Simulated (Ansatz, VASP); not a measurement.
# SiO2 in VASP and in Ansatz

```
Si O
1.0
     2.68753    0.00000    0.00000
    -1.34376    2.32748    0.00000
     0.00000    0.00000   37.22345
Si O
2 4
Direct
  0.56234 0.12468 0.21975
  0.56346 0.12691 0.34420
  0.89570 0.79141 0.24435
  0.22902 0.45803 0.19509
  0.89681 0.79363 0.36885
  0.23013 0.46026 0.31959
```

Alike in both runs: task single point; functional PBE; dispersion D3(BJ); k mesh 12 × 12 × 1; occupations gaussian, width 0.02 eV; no spin polarisation.

|  | VASP | Ansatz |
| --- | --- | --- |
| version | VASP 6.6.1 | Ansatz 0.2.0 |
| potentials or method | VASP PAW PBE potentials, release 64 (Si, O), cutoff 520 eV | scalar-relativistic, plane waves, PAW |
| valence electrons in the cell | 32 | 32 |

```csv
,VASP,Ansatz,Ansatz less VASP
gap on the k mesh at the Fermi level (eV),6.43,6.45,+0.026
least direct gap on the mesh (eV),6.84,6.85,+0.017
rms of the force components (eV/Å),0.007,0.001,-0.0061
```

Atom by atom the forces differ by 0.007 eV/Å (rms over components).
